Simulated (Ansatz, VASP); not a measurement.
## One calculation of SnO2, two programs

POSCAR

```
SnO2
1.0
    4.7598181028      0.0000000000      0.0000000000
    0.0000000000      4.7600576175      0.0000000000
    0.0000000000      0.0000000000      3.2007107555
Sn O
2 4
Direct
    0.5371326259      0.4628557353      0.5000000000
    0.0371326259     -0.0371442647      0.0000000000
    0.3058623572      0.3059582262      0.0000000000
    0.8058623572      0.1940417738      0.5000000000
    0.1941376428      0.8059582262      0.5000000000
    0.6941376428      0.6940417738      0.0000000000
```

File INCAR.step1:

```
PREC     = Accurate       # precision mode
ENCUT    = 520            # plane-wave cutoff, eV
ISMEAR   = 0              # smearing method
SIGMA    = 0.05           # smearing width, eV
LREAL    = False          # projectors in reciprocal space
LASPH    = True           # aspherical terms in the spheres
NELM     = 80             # most SCF steps
NBANDS   = 35             # bands
GGA      = PE             # functional
ALGO     = Normal         # electronic algorithm
EDIFF    = 1E-4           # SCF threshold, eV
LWAVE    = True           # write WAVECAR
LCHARG   = False          # write CHGCAR
```

The input INCAR.step2:

```
PREC     = Accurate       # precision mode
ENCUT    = 520            # plane-wave cutoff, eV
EDIFF    = 1E-7           # SCF threshold, eV
ISMEAR   = 0              # smearing method
SIGMA    = 0.05           # smearing width, eV
LREAL    = False          # projectors in reciprocal space
LASPH    = True           # aspherical terms in the spheres
NELM     = 80             # most SCF steps
ALGO     = Normal         # electronic algorithm
ISIF     = 2              # what is computed and relaxed
LWAVE    = False          # write WAVECAR
LCHARG   = False          # write CHGCAR
METAGGA  = R2SCAN         # meta-GGA
LMIXTAU  = True         
NBANDS   = 35             # bands
ISTART   = 1
```

KPOINTS

```
regular mesh
0
Gamma
  6 6 8
```

Input for Ansatz:

```yaml
crystal:
  lattice:
    - [4.7598181028, 0.0, 0.0]
    - [0.0, 4.7600576175, 0.0]
    - [0.0, 0.0, 3.2007107555]
  atoms:
    - { symbol: Sn, position: [0.5371326259, 0.4628557353, 0.5] }
    - { symbol: Sn, position: [0.0371326259, -0.0371442647, 0.0] }
    - { symbol: O, position: [0.3058623572, 0.3059582262, 0.0] }
    - { symbol: O, position: [0.8058623572, 0.1940417738, 0.5] }
    - { symbol: O, position: [0.1941376428, 0.8059582262, 0.5] }
    - { symbol: O, position: [0.6941376428, 0.6940417738, 0.0] }
basis:
  ecutwfc: 500
kpoints:
  mp_grid: { grid: [6, 6, 8] }
hamiltonian:
  xc: r2scan
scf:
  occupations: { method: gaussian, width: 0.05 }
output:
  forces: true
  stress: true
  eigenvalues: true
```

Change from the starting cell: all Sn atoms moved +0.250 Å, as atom 1 towards its neighbour atom 4 (O) at 2.059 Å.

Alike in both runs: task single point; functional r2SCAN; k mesh 6 × 6 × 8; occupations gaussian, width 0.05 eV; no spin polarisation.

|  | VASP | Ansatz |
| --- | --- | --- |
| version | VASP 6.6.1 | Ansatz 0.2.0 |
| potentials or method | VASP PAW PBE potentials, release 64 (Sn_d, O), cutoff 520 eV | scalar-relativistic, plane waves, PAW |
| valence electrons in the cell | 52 | 52 |

|  | VASP | Ansatz | Ansatz less VASP |
| --- | --- | --- | --- |
| gap on the k mesh at the Fermi level (eV) | 1.85 | 1.84 | -0.014 |
| least direct gap on the mesh (eV) | 1.85 | 1.84 | -0.014 |
| pressure (GPa) | 8.6 | 7.5 | -1.09 |
| traceless stress, the component that is largest in VASP (GPa) | -10.40 | -10.44 | -0.040 |
| rms of the force components (eV/Å) | 2.255 | 2.206 | -0.0492 |

VASP's potentials were made for PBE, not for r2SCAN. Atom by atom the forces differ by 0.054 eV/Å (rms over components).
